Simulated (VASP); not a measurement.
Write the native input for VASP 6.6.1 that does the following.

| Item | Value |
| --- | --- |
| Task | electric field gradients |
| Functional | PBEsol |
| Potentials or basis | VASP PAW PBE potentials, release 64 (C) |
| Cutoff | 520 eV |
| k mesh | 18 × 18 × 18 |
| Occupations | fermi-dirac, width 0.05 eV |
| Spin | no spin polarisation |
| Dipole correction | no |
| Further INCAR settings | ALGO = Normal; EDIFF = 1e-08; NBANDS = 11 |

The structure of C lies in POSCAR:

```
C
1.0
    0.0000000000      2.0982532328      3.3027512099
    1.2114033709      0.0000000000      3.3027512099
    1.2114033709      2.0982532328      0.0000000000
C
2
Direct
    0.1666700000      0.8333300000      0.1666700000
    0.8333300000      0.1666700000      0.8333300000
```

The input as run:

INCAR

```
SYSTEM = C
PREC = Accurate
ENCUT = 520
EDIFF = 1E-8
ISMEAR = -1
SIGMA = 0.05
LREAL = .False.
LASPH = .True.
NELM = 80
ALGO = Normal
ISIF = 2
LWAVE = .False.
LCHARG = .False.
GGA = PS
LEFG = .True.
NBANDS = 11
```

KPOINTS

```
regular mesh
0
Gamma
  18 18 18
  0 0 0
```

Potentials or basis: VASP PAW PBE potentials, release 64 (C).

The run is started by

```sh
$ cat potpaw_PBE.64/C/POTCAR > POTCAR
$ mpirun -np 1 vasp_std > vasp.out
```

Results of the run:

The pressure is 14.8 GPa, the largest force is 0.004 eV/Å and the largest electric field gradient by atom is C +34.1 V/Å².

Caveat: the cell stands under pressure; this functional lacks dispersion, which binds the layers, so the pressure and a relaxed spacing across them are unreliable; without QUAD_EFG the Cq values of the log hold for a quadrupole moment of 1 mb, not for the nuclei; the PAW data sets were made with another functional, which shifts forces and pressure a little.

Wall time 96 s on 1 thread of Intel(R) Xeon(R) 6975P-C (Granite Rapids) (shared host), peak memory 0.23 GiB.
